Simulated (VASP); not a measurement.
# C (P6_3/mmc) in VASP: a series of runs, part 2 of 2

VASP 6.6.1. The steps go on from the part before.

### 3 Single point, PBE exchange alone

File INCAR:

```
PREC     = Accurate       # precision mode
ENCUT    = 520            # plane-wave cutoff, eV
EDIFF    = 1E-6           # SCF threshold, eV
ISMEAR   = -1             # smearing method
SIGMA    = 0.05           # smearing width, eV
LREAL    = F              # projectors in reciprocal space
LASPH    = T              # aspherical terms in the spheres
NELM     = 80             # most SCF steps
ALGO     = Normal         # electronic algorithm
ISIF     = 2              # what is computed and relaxed
LWAVE    = F              # write WAVECAR
LCHARG   = T              # write CHGCAR
GGA      = PE             # functional
ALDAC    = 0.0          
AGGAC    = 0.0          
LELF     = T              # ELF
LVHAR    = T            
NBANDS   = 26             # bands
```

File KPOINTS:

```
Automatic mesh
0
Gamma
  12 12 4
```

File POSCAR:

```
C
1.0
    2.4706141248      0.0000000000      0.0000000000
   -1.2353070624      2.1396145950      0.0000000000
    0.0000000000      0.0000000000      8.0689487361
C
8
Direct
    0.6666666667      0.3333333333      0.8437500000
    0.3333333333      0.6666666667      0.3437500000
    0.6666666667      0.3333333333      0.6562500000
    0.3333333333      0.6666666667      0.1562500000
    0.0000000000      0.0000000000      0.9062500000
    0.0000000000      0.0000000000      0.4062500000
    0.0000000000      0.0000000000      0.5937500000
    0.0000000000      0.0000000000      0.0937500000
```

Potentials or basis: VASP PAW PBE potentials, release 64 (C).

The run is started by

```sh
$ cat potpaw_PBE.64/C/POTCAR > POTCAR
$ mpirun -np 1 vasp_std > vasp.out
```

OUTCAR:

```text
PREC = Accurate
   ENCUT = 520
   EDIFF = 1E-6
   ISMEAR = -1
   LREAL = F
   LASPH = T
   NELM = 80
   ISIF = 2
   GGA = PE

 ion  position               nearest neighbor table
   1  0.667  0.333  0.844-   3 1.51   5 1.51   5 1.51   5 1.51
   2  0.333  0.667  0.344-   4 1.51   6 1.51   6 1.51   6 1.51
   3  0.667  0.333  0.656-   1 1.51   7 1.51   7 1.51   7 1.51
   4  0.333  0.667  0.156-   2 1.51   8 1.51   8 1.51   8 1.51
   5  0.000  0.000  0.906-   8 1.51   1 1.51   1 1.51   1 1.51
   6  0.000  0.000  0.406-   7 1.51   2 1.51   2 1.51   2 1.51
   7  0.000  0.000  0.594-   6 1.51   3 1.51   3 1.51   3 1.51
   8  0.000  0.000  0.094-   5 1.51   4 1.51   4 1.51   4 1.51

  LATTYP: Found a hexagonal cell.
 ALAT       =     2.4706141248
 C/A-ratio  =     3.2659688355

  Lattice vectors:

 A1 = (   2.4706141248,   0.0000000000,   0.0000000000)
 A2 = (  -1.2353070624,   2.1396145950,   0.0000000000)
 A3 = (   0.0000000000,   0.0000000000,   8.0689487361)

Analysis of symmetry for initial positions (statically):
[... 194 lines left out ...]
  band No.  band energies     occupation
      1      -9.9131      2.00000
      2      -8.1596      2.00000
      3      -8.1074      2.00000
      4      -3.8342      2.00000
      5      -1.6672      2.00000
      6       5.3987      2.00000
[... 685 lines left out ...]
     25      23.3063      0.00000
     26      25.6564      0.00000

 [... further k-points ...]

------------------------ aborting loop because EDIFF is reached ----------------------------------------

  FORCE on cell =-STRESS in cart. coord.  units (eV):
  Direction    XX          YY          ZZ          XY          YZ          ZX
  --------------------------------------------------------------------------------------
  -------------------------------------------------------------------------------------
  Total       16.2163669     16.2163669     20.1237070      0.0000000     -0.0000000      0.0000000
  in kB      609.1254090    609.1254090    755.8944191      0.0000000     -0.0000000      0.0000000
  external PRESSURE =     658.0484124 kB  Pullay stress =       0.0000000 kB

 VOLUME and BASIS-vectors are now :
 -----------------------------------------------------------------------------
  energy-cutoff  :      520.00
  volume of cell :       42.65
      direct lattice vectors                 reciprocal lattice vectors
     2.470614125  0.000000000  0.000000000     0.404757663  0.233686946  0.000000000
    -1.235307062  2.139614595  0.000000000     0.000000000  0.467373892  0.000000000
     0.000000000  0.000000000  8.068948736     0.000000000  0.000000000  0.123931882

 POSITION                                       TOTAL-FORCE (eV/Angst)
 -----------------------------------------------------------------------------------
      1.23531      0.71320      6.80818        -0.000000     -0.000000      0.342598
     -0.00000      1.42641      2.77370         0.000000     -0.000000      0.342598
      1.23531      0.71320      5.29525        -0.000000      0.000000     -0.342598
     -0.00000      1.42641      1.26077         0.000000      0.000000     -0.342598
      0.00000      0.00000      7.31248        -0.000000     -0.000000      0.387879
      0.00000      0.00000      3.27801        -0.000000      0.000000      0.387879
      0.00000      0.00000      4.79094         0.000000     -0.000000     -0.387879
      0.00000      0.00000      0.75646        -0.000000      0.000000     -0.387879
 -----------------------------------------------------------------------------------
    total drift:                                0.000000      0.000000      0.000000

  FREE ENERGIE OF THE ION-ELECTRON SYSTEM (eV)
  ---------------------------------------------------
  free  energy   TOTEN  =       -57.4099670825 eV

  energy  without entropy=      -57.4099670824  energy(sigma->0) =      -57.40996708
```

OSZICAR:

```text
N       E                     dE             d eps       ncg     rms          rms(c)
DAV:   1     0.829232830387E+02    0.82923E+02   -0.16759E+04  2964   0.120E+03
DAV:   2    -0.556031860609E+02   -0.13853E+03   -0.13028E+03  3956   0.238E+02
DAV:   3    -0.606026638178E+02   -0.49995E+01   -0.49622E+01  3978   0.393E+01
DAV:   4    -0.606461948105E+02   -0.43531E-01   -0.43467E-01  3768   0.412E+00
DAV:   5    -0.606468717966E+02   -0.67699E-03   -0.67653E-03  3930   0.478E-01    0.122E+01
DAV:   6    -0.582170982576E+02    0.24298E+01   -0.16939E+00  3340   0.725E+00    0.733E+00
DAV:   7    -0.574014628731E+02    0.81564E+00   -0.22009E+00  3536   0.846E+00    0.178E+00
DAV:   8    -0.574096862886E+02   -0.82234E-02   -0.47035E-02  3808   0.121E+00    0.639E-02
DAV:   9    -0.574098580672E+02   -0.17178E-03   -0.45987E-04  3780   0.148E-01    0.422E-02
DAV:  10    -0.574099681419E+02   -0.11007E-03   -0.10985E-04  3690   0.767E-02    0.983E-03
DAV:  11    -0.574099670627E+02    0.10793E-05   -0.11345E-06  2952   0.718E-03    0.309E-03
DAV:  12    -0.574099670825E+02   -0.19787E-07   -0.31763E-07  2670   0.399E-03
   1 F= -.57409967E+02 E0= -.57409967E+02  d E =-.529803E-10
```

Run time: 34 s. Hardware: 1 thread of Intel Xeon Platinum 8559C (Emerald Rapids), shared host; peak memory 0.16 GiB.

What came out:

* Free energy: -57.4100 eV
* Pressure: 65.8 GPa
* Largest force: 0.388 eV/Å
* Band gap on the k mesh: 4.94 eV (least direct gap 5.47 eV)

Forces on the atoms (eV/Å):
```
C    0.000  0.000  0.343
C    0.000  0.000  0.343
C    0.000  0.000 -0.343
C    0.000  0.000 -0.343
C    0.000  0.000  0.388
C    0.000  0.000  0.388
C    0.000  0.000 -0.388
C    0.000  0.000 -0.388
```

Caveat: the stress differs along the axes, from 61 to 76 GPa.

### 4 Single point, RPBE

This run uses another cell than the first one, of 5.45 Å³/atom.

File INCAR:

```
SYSTEM = C
PREC = Accurate
ENCUT = 520
EDIFF = 1E-6
ISMEAR = -1
SIGMA = 0.05
LREAL = .FALSE.
LASPH = .TRUE.
NELM = 60
ALGO = Normal
ISIF = 2
LWAVE = .FALSE.
LCHARG = .TRUE.
GGA = RP
LELF = .TRUE.
LVHAR = .TRUE.
NBANDS = 26
```

File KPOINTS:

```
regular mesh
0
G
  12 12 4
  0 0 0
```

Edit POSCAR of step 3 so:

```diff
@@ -2,5 +2,5 @@
 1.0
-    2.4706141248      0.0000000000      0.0000000000
-   -1.2353070624      2.1396145950      0.0000000000
-    0.0000000000      0.0000000000      8.0689487361
+    2.4880133891      0.0000000000      0.0000000000
+   -1.2440066945      2.1546827999      0.0000000000
+    0.0000000000      0.0000000000      8.1257741910
 C
```

The run is started by

```sh
$ cat potpaw_PBE.64/C/POTCAR > POTCAR
$ mpirun -np 1 vasp_std > vasp.out
```

It took 50 s on 1 thread of Intel Xeon Platinum 8559C (Emerald Rapids), shared host; peak memory 0.17 GiB.

It converged, with:

- Free energy: -68.6075 eV
- Pressure: 28.9 GPa
- Largest force: 0.353 eV/Å
- Band gap on the k mesh: 4.50 eV (least direct gap 5.27 eV)

Forces in eV/Å, atoms in the order of the input:
```
C    0.000  0.000  0.341
C    0.000  0.000  0.341
C    0.000  0.000 -0.341
C    0.000  0.000 -0.341
C    0.000  0.000  0.353
C    0.000  0.000  0.353
C    0.000  0.000 -0.353
C    0.000  0.000 -0.353
```

Stress tensor (GPa, compression positive):
```
24.33  0.00  0.00
 0.00 24.33  0.00
 0.00  0.00 37.95
```

Levels at points of the mesh, in eV from the valence-band top:
| k point | band 14 | band 15 | band 16 | band 17 | band 18 | band 19 |
| --- | --- | --- | --- | --- | --- | --- |
| (0.00, 0.00, 0.00) | -0.24 | 0.00 | 0.00 | 5.27 | 5.27 | 5.83 |
| (0.50, 0.00, 0.00) | -4.73 | -3.87 | -3.06 | 4.54 | 5.75 | 5.96 |
| (0.00, 0.00, 0.50) | -0.71 | -0.71 | -0.71 | 6.09 | 6.09 | 6.09 |
| (0.50, 0.00, 0.50) | -4.92 | -3.82 | -3.82 | 4.91 | 4.91 | 7.25 |

Caveat: the stress differs along the axes, from 24 to 38 GPa; the PAW data sets were made with another functional, which shifts forces and pressure a little. A k mesh can miss the band edges.

### 5 Single point, PBE exchange alone

This run uses another cell than the first one, of 5.45 Å³/atom.

File INCAR:

```
PREC     = Accurate       # precision mode
ENCUT    = 520            # plane-wave cutoff, eV
EDIFF    = 1E-7           # SCF threshold, eV
ISMEAR   = -1             # smearing method
SIGMA    = 0.05           # smearing width, eV
LREAL    = F              # projectors in reciprocal space
LASPH    = T              # aspherical terms in the spheres
NELM     = 80             # most SCF steps
ALGO     = Normal         # electronic algorithm
ISIF     = 2              # what is computed and relaxed
LWAVE    = F              # write WAVECAR
LCHARG   = F              # write CHGCAR
GGA      = PE             # functional
ALDAC    = 0.0          
AGGAC    = 0.0          
NBANDS   = 26             # bands
```

File KPOINTS:

```
Automatic mesh
0
Gamma
  12 12 4
```

POSCAR is that of step 4.

Potentials or basis: VASP PAW PBE potentials, release 64 (C).

The run is started by

```sh
$ cat potpaw_PBE.64/C/POTCAR > POTCAR
$ mpirun -np 1 vasp_std > vasp.out
```

OUTCAR:

```text
PREC = Accurate
   ENCUT = 520
   EDIFF = 1E-7
   ISMEAR = -1
   LREAL = F
   LASPH = T
   NELM = 80
   ISIF = 2
   GGA = PE

 ion  position               nearest neighbor table
   1  0.667  0.333  0.844-   3 1.52   5 1.52   5 1.52   5 1.52
   2  0.333  0.667  0.344-   4 1.52   6 1.52   6 1.52   6 1.52
   3  0.667  0.333  0.656-   1 1.52   7 1.52   7 1.52   7 1.52
   4  0.333  0.667  0.156-   2 1.52   8 1.52   8 1.52   8 1.52
   5  0.000  0.000  0.906-   8 1.52   1 1.52   1 1.52   1 1.52
   6  0.000  0.000  0.406-   7 1.52   2 1.52   2 1.52   2 1.52
[... 912 lines left out ...]
  Total       13.3725945     13.3725945     17.1560499      0.0000000      0.0000000      0.0000000
  in kB      491.8418189    491.8418189    630.9966818      0.0000000      0.0000000      0.0000000
  external PRESSURE =     538.2267732 kB  Pullay stress =       0.0000000 kB

 VOLUME and BASIS-vectors are now :
 -----------------------------------------------------------------------------
  energy-cutoff  :      520.00
  volume of cell :       43.56
      direct lattice vectors                 reciprocal lattice vectors
     2.488013389  0.000000000  0.000000000     0.401927097  0.232052718  0.000000000
    -1.244006694  2.154682800  0.000000000     0.000000000  0.464105436  0.000000000
     0.000000000  0.000000000  8.125774191     0.000000000  0.000000000  0.123065197

 POSITION                                       TOTAL-FORCE (eV/Angst)
 -----------------------------------------------------------------------------------
      1.24401      0.71823      6.85612         0.000000     -0.000000      0.330609
     -0.00000      1.43646      2.79323        -0.000000      0.000000      0.330609
      1.24401      0.71823      5.33254         0.000000     -0.000000     -0.330609
     -0.00000      1.43646      1.26965        -0.000000      0.000000     -0.330609
      0.00000      0.00000      7.36398        -0.000000      0.000000      0.373375
      0.00000      0.00000      3.30110        -0.000000     -0.000000      0.373375
      0.00000      0.00000      4.82468        -0.000000      0.000000     -0.373375
      0.00000      0.00000      0.76179         0.000000     -0.000000     -0.373375
 -----------------------------------------------------------------------------------
    total drift:                               -0.000000      0.000000      0.000000

  FREE ENERGIE OF THE ION-ELECTRON SYSTEM (eV)
  ---------------------------------------------------
  free  energy   TOTEN  =       -57.7496514263 eV

  energy  without entropy=      -57.7496514262  energy(sigma->0) =      -57.74965143
```

OSZICAR:

```text
N       E                     dE             d eps       ncg     rms          rms(c)
DAV:   1     0.814548622772E+02    0.81455E+02   -0.16651E+04  2964   0.120E+03
DAV:   2    -0.558086632081E+02   -0.13726E+03   -0.12925E+03  3916   0.234E+02
DAV:   3    -0.607591098795E+02   -0.49504E+01   -0.49138E+01  4056   0.392E+01
DAV:   4    -0.608016331501E+02   -0.42523E-01   -0.42468E-01  3840   0.407E+00
DAV:   5    -0.608023375758E+02   -0.70443E-03   -0.70402E-03  3978   0.492E-01    0.119E+01
DAV:   6    -0.585092567778E+02    0.22931E+01   -0.16221E+00  3384   0.704E+00    0.713E+00
DAV:   7    -0.577414126517E+02    0.76784E+00   -0.21134E+00  3518   0.823E+00    0.171E+00
DAV:   8    -0.577493653757E+02   -0.79527E-02   -0.45072E-02  3798   0.118E+00    0.637E-02
DAV:   9    -0.577495448295E+02   -0.17945E-03   -0.47056E-04  3842   0.148E-01    0.421E-02
DAV:  10    -0.577496524627E+02   -0.10763E-03   -0.10724E-04  3726   0.754E-02    0.107E-02
DAV:  11    -0.577496513910E+02    0.10717E-05   -0.13217E-06  3858   0.748E-03    0.343E-03
DAV:  12    -0.577496514263E+02   -0.35229E-07   -0.21634E-07  3360   0.344E-03
   1 F= -.57749651E+02 E0= -.57749651E+02  d E =-.167804E-10
```

Wall time 32 s (1 thread of Intel Xeon Platinum 8559C (Emerald Rapids), shared host); peak memory 0.17 GiB.

Results:

* Free energy: -57.7497 eV
* Pressure: 53.8 GPa
* Largest force: 0.373 eV/Å
* Band gap on the k mesh: 4.88 eV (least direct gap 5.42 eV)

Forces in eV/Å, atoms in the order of the input:
```
C    0.000  0.000  0.331
C    0.000  0.000  0.331
C    0.000  0.000 -0.331
C    0.000  0.000 -0.331
C    0.000  0.000  0.373
C    0.000  0.000  0.373
C    0.000  0.000 -0.373
C    0.000  0.000 -0.373
```

Caveat: the stress differs along the axes, from 49 to 63 GPa. A k mesh can miss the band edges.

### 6 Summary

| level | cell | gap on the mesh (eV) | pressure (GPa) | largest force (eV/Å) |
| --- | --- | --- | --- | --- |
| RPBE | a = 2.471, b = 2.471, c = 8.069 Å, angles 90.0, 90.0, 120.0°, 8 atoms | 4.55 | 40.3 | 0.37 |
| PBE exchange alone | a = 2.471, b = 2.471, c = 8.069 Å, angles 90.0, 90.0, 120.0°, 8 atoms | 4.94 | 65.8 | 0.39 |
| RPBE | a = 2.488, b = 2.488, c = 8.126 Å, angles 90.0, 90.0, 120.0°, 8 atoms | 4.50 | 28.9 | 0.35 |
| PBE exchange alone | a = 2.488, b = 2.488, c = 8.126 Å, angles 90.0, 90.0, 120.0°, 8 atoms | 4.88 | 53.8 | 0.37 |

Alike in all rows: task single point; potentials or basis VASP PAW PBE potentials, release 64 (C); no spin polarisation; k mesh 12 × 12 × 4; cutoff (eV) 520; smearing fermi-dirac 0.05 eV.

Caveats: the PAW data sets were made with another functional, which shifts forces and pressure a little (at least some runs); the stress differs along the axes, from 36 to 50 GPa (at least some runs); the stress differs along the axes, from 61 to 76 GPa (at least some runs); the stress differs along the axes, from 24 to 38 GPa (at least some runs); the stress differs along the axes, from 49 to 63 GPa (at least some runs).

Total energies depend on the potentials used, so only differences within one code and one set of settings carry meaning.
